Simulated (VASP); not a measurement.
Here is a VASP 6.6.1 calculation.

The input INCAR:

```
SYSTEM = Ir
PREC     = Accurate       ! precision mode
ENCUT    = 600            ! plane-wave cutoff, eV
EDIFF    = 1E-7           ! SCF threshold, eV
ISMEAR   = -1             ! smearing method
SIGMA    = 0.05           ! smearing width, eV
LREAL    = .FALSE.        ! projectors in reciprocal space
LASPH    = .TRUE.         ! aspherical terms in the spheres
NELM     = 150            ! most SCF steps
ALGO     = Normal         ! electronic algorithm
ISIF     = 3              ! what is computed and relaxed
LWAVE    = .FALSE.        ! write WAVECAR
LCHARG   = .FALSE.        ! write CHGCAR
MAGMOM   = 0 0 0 0 0 0    ! initial moments
LORBIT   = 11             ! projections on sites
LSORBIT  = .TRUE.         ! spin-orbit coupling
GGA_COMPAT= .FALSE.      
LORBMOM  = .TRUE.       
LMAXMIX  = 4              ! l up to which the mixer works
IBRION   = 2              ! ionic algorithm
NSW      = 80             ! ionic steps
EDIFFG   = -0.01          ! ionic threshold
```

The input KPOINTS:

```
regular mesh
0
G
  8 8 5
  0 0 0
```

The input POSCAR:

```
Ir
1.0
    2.7513778946      0.0000000000      0.0000000000
   -1.3756889473      2.3827631521      0.0000000000
    0.0000000000      0.0000000000      4.4622900000
Ir
2
Direct
    0.3333333333      0.6666666667      0.2500000000
    0.6666666667      0.3333333333      0.7500000000
```

Potentials or basis: VASP PAW LDA potentials, release 64 (Ir).

Run with:

```sh
$ cat potpaw_LDA.64/Ir/POTCAR > POTCAR
$ mpirun -np 1 vasp_ncl > vasp.out
```

Predict the space group after relaxing (to 0.1 Å).

P6_3/mmc (No. 194).

Estimate the net moment.

0.00 μB per cell.

Final structure:
```
CELL_PARAMETERS angstrom
2.71525 0.00000 0.00000
-1.35762 2.35147 0.00000
0.00000 0.00000 4.40295
ATOMIC_POSITIONS crystal
Ir 0.33333 0.66667 0.25000
Ir 0.66667 0.33333 0.75000
```
